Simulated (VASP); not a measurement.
A run of VASP 6.6.1 is set up as follows.

The input INCAR:

```
PREC = Accurate
ENCUT = 520
EDIFF = 1E-6
ISMEAR = 0
SIGMA = 0.02
LREAL = False
LASPH = True
NELM = 100
ALGO = Normal
ISIF = 2
LWAVE = False
LCHARG = False
GGA = PE
NBANDS = 34
```

KPOINTS

```
regular mesh
0
Gamma
  6 6 6
```

The input POSCAR:

```
KCdCO3F
1.0
    5.1337856221      0.0000000000      0.0000000000
   -2.5668928111      4.4459887663      0.0000000000
    0.0000000000      0.0000000000      4.4871737454
K Cd C O F
1 1 1 3 1
Direct
    0.0000000000      0.0000000000      0.0000000000
    0.6666666667      0.3333333333      0.5000000000
    0.3333333333      0.6666666667      0.5000000000
    0.1879041669      0.3758083338      0.5000000000
    0.1879041669      0.8120958331      0.5000000000
    0.6241916662      0.8120958331      0.5000000000
    0.6666666667      0.3333333333      0.0000000000
```

Potentials or basis: VASP PAW PBE potentials, release 64 (K_sv, Cd, C, O, F).

Launch:

```sh
$ cat potpaw_PBE.64/K_sv/POTCAR potpaw_PBE.64/Cd/POTCAR potpaw_PBE.64/C/POTCAR potpaw_PBE.64/O/POTCAR potpaw_PBE.64/F/POTCAR > POTCAR
$ mpirun -np 1 vasp_std > vasp.out
```

Problem. Estimate the pressure.

Solution. 0.7 GPa.

Problem. Estimate the band gap on the k mesh.

Solution. 1.75 eV, indirect (the least direct gap lies 4.0 meV higher).

Problem. Estimate the largest force.

Solution. 0.259 eV/Å.

Stress tensor (GPa, compression positive):
```
0.91 0.00 0.00
0.00 0.91 0.00
0.00 0.00 0.37
```

A k mesh can miss the band edges. Expect the measured gap to be larger: semilocal functionals such as PBE lack the derivative discontinuity.
